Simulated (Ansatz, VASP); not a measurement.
# BAs in VASP and in Ansatz

```
CELL_PARAMETERS angstrom
0.00000 2.48759 2.39192
2.39192 0.00000 2.39192
2.39192 2.48759 0.00000
ATOMIC_POSITIONS crystal
B 0.00000 0.00000 0.00000
As 0.75000 0.75000 0.75000
```

Change from the starting cell: strain +0.0400 x Voigt [0, 1, 0, 0, 0, 0], atoms carried along.

Alike in both runs: task single point; functional r2SCAN; k mesh 10 × 10 × 10; occupations gaussian, width 0.05 eV; no spin polarisation.

```csv
,VASP,Ansatz
version,VASP 6.6.1,Ansatz 0.2.0
potentials or method,"VASP PAW PBE potentials, release 64 (B, As), cutoff 520 eV","scalar-relativistic, plane waves, PAW"
valence electrons in the cell,8,18
```

```tsv
	VASP	Ansatz	Ansatz less VASP
gap on the k mesh at the Fermi level (eV)	1.11	1.11	-0.001
least direct gap on the mesh (eV)	3.18	3.18	-0.004
pressure (GPa)	-4.9	-5.1	-0.16
traceless stress, the component that is largest in VASP (GPa)	-5.91	-5.91	-0.005
```

VASP's potentials were made for PBE, not for r2SCAN. VASP's potentials hold 8 valence electrons a cell and Ansatz's 18, so a difference there can come from the potentials and not from the codes.
